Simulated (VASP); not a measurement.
# Sr (Fm-3m) in VASP: a series of runs, part 2 of 2

VASP 6.6.1. The steps go on from the part before.

## (3) Electric field gradients, LDA

INCAR

```
SYSTEM = Sr
ALGO = Normal
EDIFF = 1E-8
ENCUT = 520
ISIF = 2
ISMEAR = -1
LASPH = .True.
LCHARG = .False.
LEFG = .True.
LREAL = .False.
LWAVE = .False.
NBANDS = 11
NELM = 60
PREC = Accurate
SIGMA = 0.08
```

KPOINTS

```
k-points
0
Gamma
  10 10 10
  0 0 0
```

POSCAR

```
Sr
1.0
    0.0000000000      3.0423500000      3.0423500000
    3.0423500000      0.0000000000      3.0423500000
    3.0423500000      3.0423500000      0.0000000000
Sr
1
Direct
    0.0000000000      0.0000000000      0.0000000000
```

Potentials or basis: VASP PAW LDA potentials, release 64 (Sr_sv).

The run is started by

```bash
$ cat potpaw_LDA.64/Sr_sv/POTCAR > POTCAR
$ mpirun -np 1 vasp_std > vasp.out
```

OUTCAR:

```text
SYSTEM = Sr
   EDIFF = 1E-8
   ENCUT = 520
   ISIF = 2
   ISMEAR = -1
   LASPH = .True.
   LREAL = .False.
   NELM = 60
   PREC = Accurate

 ion  position               nearest neighbor table
   1  0.000  0.000  0.000-

  LATTYP: Found a face centered cubic cell.
 ALAT       =     6.0847000000

  Lattice vectors:

 A1 = (   0.0000000000,   3.0423500000,   3.0423500000)
 A2 = (   3.0423500000,   0.0000000000,   3.0423500000)
 A3 = (   3.0423500000,   3.0423500000,   0.0000000000)

Analysis of symmetry for initial positions (statically):
=====================================================================
 Subroutine PRICEL returns:
 Original cell was already a primitive cell.

 Routine SETGRP: Setting up the symmetry group for a
 face centered cubic supercell.

 Subroutine GETGRP returns: Found 48 space group operations
 (whereof 48 operations were pure point group operations)
 out of a pool of 48 trial point group operations.

The static configuration has the point symmetry O_h .

Analysis of symmetry for dynamics (positions and initial velocities):
=====================================================================
 Subroutine PRICEL returns:
 Original cell was already a primitive cell.

 Routine SETGRP: Setting up the symmetry group for a
 face centered cubic supercell.

 Subroutine GETGRP returns: Found 48 space group operations
 (whereof 48 operations were pure point group operations)
 out of a pool of 48 trial point group operations.

The dynamic configuration has the point symmetry O_h .

 Subroutine INISYM returns: Found 48 space group operations
[... 158 lines left out ...]
      8       3.5526      0.00000
      9       4.9661      0.00000
     10       4.9661      0.00000
     11       8.4442      0.00000
[... 309 lines left out ...]
 k-point    24 :       0.4000    0.3000    0.0000
  band No.  band energies     occupation
      1     -35.1531      2.00000
      2     -17.2948      2.00000
      3     -17.2117      2.00000
      4     -17.2060      2.00000
      5      -0.0323      2.00000
      6       1.9238      0.00143
      7       2.6325      0.00000
      8       4.6736      0.00000
      9       5.0162      0.00000
     10       5.8902      0.00000
     11       7.4701      0.00000

 [... further k-points ...]

------------------------ aborting loop because EDIFF is reached ----------------------------------------

  FORCE on cell =-STRESS in cart. coord.  units (eV):
  Direction    XX          YY          ZZ          XY          YZ          ZX
  --------------------------------------------------------------------------------------
  -------------------------------------------------------------------------------------
  Total       -0.5486046     -0.5486046     -0.5486046     -0.0000000     -0.0000000      0.0000000
  in kB      -15.6067502    -15.6067502    -15.6067502     -0.0000000     -0.0000000      0.0000000
  external PRESSURE =     -15.6067502 kB  Pullay stress =       0.0000000 kB

 VOLUME and BASIS-vectors are now :
 -----------------------------------------------------------------------------
  energy-cutoff  :      520.00
  volume of cell :       56.32
      direct lattice vectors                 reciprocal lattice vectors
     0.000000000  3.042350000  3.042350000    -0.164346640  0.164346640  0.164346640
     3.042350000  0.000000000  3.042350000     0.164346640 -0.164346640  0.164346640
     3.042350000  3.042350000  0.000000000     0.164346640  0.164346640 -0.164346640

 POSITION                                       TOTAL-FORCE (eV/Angst)
 -----------------------------------------------------------------------------------
      0.00000      0.00000      0.00000        -0.000000      0.000000      0.000000
 -----------------------------------------------------------------------------------
    total drift:                                0.000000      0.000000      0.000000

  FREE ENERGIE OF THE ION-ELECTRON SYSTEM (eV)
  ---------------------------------------------------
  free  energy   TOTEN  =        -1.8680492530 eV

  energy  without entropy=       -1.8399956504  energy(sigma->0) =       -1.85402245

 Electric field gradients (V/A^2)
---------------------------------------------------------------------
 ion       V_xx      V_yy      V_zz      V_xy      V_xz      V_yz
---------------------------------------------------------------------
   1      -0.000    -0.000     0.000    -0.000    -0.000    -0.000
---------------------------------------------------------------------

 Electric field gradients after diagonalization (V/A^2)
 (convention: |V_zz| > |V_xx| > |V_yy|)
----------------------------------------------------------------------
 ion       V_xx      V_yy      V_zz     asymmetry (V_yy - V_xx)/ V_zz
----------------------------------------------------------------------
   1       0.000     0.000    -0.000       0.000
----------------------------------------------------------------------

           NMR quadrupolar parameters

 Cq : quadrupolar parameter    Cq=e*Q*V_zz/h
 eta: asymmetry parameters     (V_yy - V_xx)/ V_zz
 Q  : nuclear electric quadrupole moment in mb (millibarn)
----------------------------------------------------------------------
 ion       Cq(MHz)       eta       Q (mb)
----------------------------------------------------------------------
   1      -0.000       0.000       1.000
----------------------------------------------------------------------
```

OSZICAR:

```text
N       E                     dE             d eps       ncg     rms          rms(c)
DAV:   1     0.370850794959E+02    0.37085E+02   -0.46925E+03  1034   0.778E+02
DAV:   2    -0.113100858366E+00   -0.37198E+02   -0.36491E+02  1203   0.156E+02
DAV:   3    -0.178104652838E+01   -0.16679E+01   -0.16442E+01  1527   0.246E+01
DAV:   4    -0.186710785143E+01   -0.86061E-01   -0.85836E-01  1353   0.501E+00
DAV:   5    -0.187027331089E+01   -0.31655E-02   -0.31651E-02  1452   0.709E-01    0.110E+01
DAV:   6    -0.186907348701E+01    0.11998E-02   -0.63109E-03  1263   0.955E-01    0.616E+00
DAV:   7    -0.186809538672E+01    0.97810E-03   -0.10462E-02  1129   0.119E+00    0.282E-01
DAV:   8    -0.186802797391E+01    0.67413E-04   -0.14789E-03  1629   0.213E-01    0.612E-02
DAV:   9    -0.186804312166E+01   -0.15148E-04   -0.12282E-05  1225   0.306E-02    0.294E-02
DAV:  10    -0.186804895554E+01   -0.58339E-05   -0.52061E-06  1431   0.212E-02    0.992E-03
DAV:  11    -0.186804927253E+01   -0.31699E-06   -0.49443E-07  1251   0.678E-03    0.950E-03
DAV:  12    -0.186804925565E+01    0.16877E-07   -0.69371E-08  1755   0.228E-03    0.305E-03
DAV:  13    -0.186804925297E+01    0.26791E-08   -0.41673E-09   697   0.655E-04
   1 F= -.18680493E+01 E0= -.18540225E+01  d E =-.280536E-01
```

stdout:

```text
POSCAR found type information on POSCAR Sr
 POSCAR found :  1 types and       1 ions
 scaLAPACK will be used
 LDA part: xc-table for (Slater(with rela. corr.)+CA(PZ))
 , standard interpolation
 POSCAR, INCAR and KPOINTS ok, starting setup
 FFT: planning ... GRIDC
 FFT: planning ... GRID_SOFT
 FFT: planning ... GRID
 WAVECAR not read
 entering main loop
ion   1
```

Run time: 26 s. Hardware: 1 thread of Intel Xeon Platinum 8259CL at 2.50GHz (Skylake/Cascade Lake), shared host; peak memory 0.16 GiB.

Results:

```yaml
Free_energy: -1.8680 eV
Pressure: -1.6 GPa
Band_gap_on_the_k_mesh: zero (bands 5 and 6 overlap by 0.04 eV)
Largest_electric_field_gradient_by_atom: under 0.05 V/Å² on every atom
```

## (4) Single point, LDA

POSCAR is that of step 3.

INCAR.step1

```
PREC     = Accurate       # precision mode
ENCUT    = 520            # plane-wave cutoff, eV
EDIFF    = 1E-7           # SCF threshold, eV
ISMEAR   = -1             # smearing method
SIGMA    = 0.08           # smearing width, eV
LREAL    = F              # projectors in reciprocal space
LASPH    = T              # aspherical terms in the spheres
NELM     = 100            # most SCF steps
ALGO     = Normal         # electronic algorithm
ISIF     = 2              # what is computed and relaxed
LWAVE    = F              # write WAVECAR
LCHARG   = T              # write CHGCAR
GGA      = CA             # functional
NBANDS   = 11             # bands
```

KPOINTS.step1

```
regular mesh
0
Gamma
  10 10 10
```

INCAR.step2

```
PREC     = Accurate       # precision mode
ENCUT    = 520            # plane-wave cutoff, eV
EDIFF    = 1E-7           # SCF threshold, eV
ISMEAR   = -5             # smearing method
SIGMA    = 0.08           # smearing width, eV
LREAL    = F              # projectors in reciprocal space
LASPH    = T              # aspherical terms in the spheres
NELM     = 100            # most SCF steps
ALGO     = Normal         # electronic algorithm
ISIF     = 2              # what is computed and relaxed
LWAVE    = F              # write WAVECAR
LCHARG   = F              # write CHGCAR
GGA      = CA             # functional
LORBIT   = 11             # projections on sites
NEDOS    = 1001           # points of the DOS
ICHARG   = 11             # starting density
```

KPOINTS.step2

```
regular mesh
0
Gamma
  15 15 15
```

The run is started by

```bash
$ cat potpaw_LDA.64/Sr_sv/POTCAR > POTCAR
$ cp INCAR.step1 INCAR
$ cp KPOINTS.step1 KPOINTS
$ mpirun -np 1 vasp_std > vasp.out
$ cp INCAR.step2 INCAR
$ cp KPOINTS.step2 KPOINTS
$ mpirun -np 1 vasp_std > vasp.out
```

Wall time 59 s (1 thread of Intel Xeon Platinum 8259CL at 2.50GHz (Skylake/Cascade Lake), shared host); peak memory 0.19 GiB.

The run converged. Its results:

```
Valence electrons inside the program's atomic spheres : Sr 7.90
```

Levels at points of the mesh, in eV from the Fermi level:
```tsv
k point	band 1	band 2	band 3	band 4	band 5	band 6	band 7	band 8	band 9
(0.00, 0.00, 0.00)	-36.57	-18.55	-18.55	-18.55	-3.68	2.15	2.15	2.15	3.57
```
